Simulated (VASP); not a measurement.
A run of VASP 6.6.1:

POSCAR

```
TePb
1.0
    0.0000000000      3.2270000000      3.2270000000
    3.2270000000      0.0000000000      3.2270000000
    3.2270000000      3.2270000000      0.0000000000
Te Pb
1 1
Direct
    0.5109561014      0.5000000000      0.5000000000
    0.0000000000      0.0000000000      0.0000000000
```

INCAR.step1

```
SYSTEM = TePb
PREC = Accurate ; ENCUT = 520
ISMEAR = 0 ; SIGMA = 0.05
LREAL = .FALSE. ; LASPH = .TRUE.
NELM = 100 ; NBANDS = 17
GGA = PE ; ALGO = Normal
EDIFF = 1E-4 ; LWAVE = .TRUE.
LCHARG = .FALSE.
```

File INCAR.step2:

```
SYSTEM = TePb
PREC = Accurate ; ENCUT = 520
EDIFF = 1E-6 ; ISMEAR = 0
SIGMA = 0.05 ; LREAL = .FALSE.
LASPH = .TRUE. ; NELM = 100
ALGO = Normal ; ISIF = 2
LWAVE = .FALSE. ; LCHARG = .FALSE.
METAGGA = R2SCAN ; LMIXTAU = .TRUE.
NBANDS = 17 ; ISTART = 1
```

KPOINTS

```
Automatic mesh
0
G
  8 8 8
  0 0 0
```

Potentials or basis: VASP PAW PBE potentials, release 64 (Te, Pb_d).

The run is started by

```console
$ cat potpaw_PBE.64/Te/POTCAR potpaw_PBE.64/Pb_d/POTCAR > POTCAR
$ cp INCAR.step1 INCAR
$ mpirun -np 1 vasp_std > vasp.out
$ cp INCAR.step2 INCAR
$ mpirun -np 1 vasp_std > vasp.out
```

Hardware: 1 thread of AMD EPYC 9R45 96-Core Processor (Zen 5) (shared host).

How long does it take, and how much memory?

Run time: 3.4 min on 1 thread of AMD EPYC 9R45 96-Core Processor (Zen 5) (shared host), peak memory 0.26 GiB. Counts: k points 95.
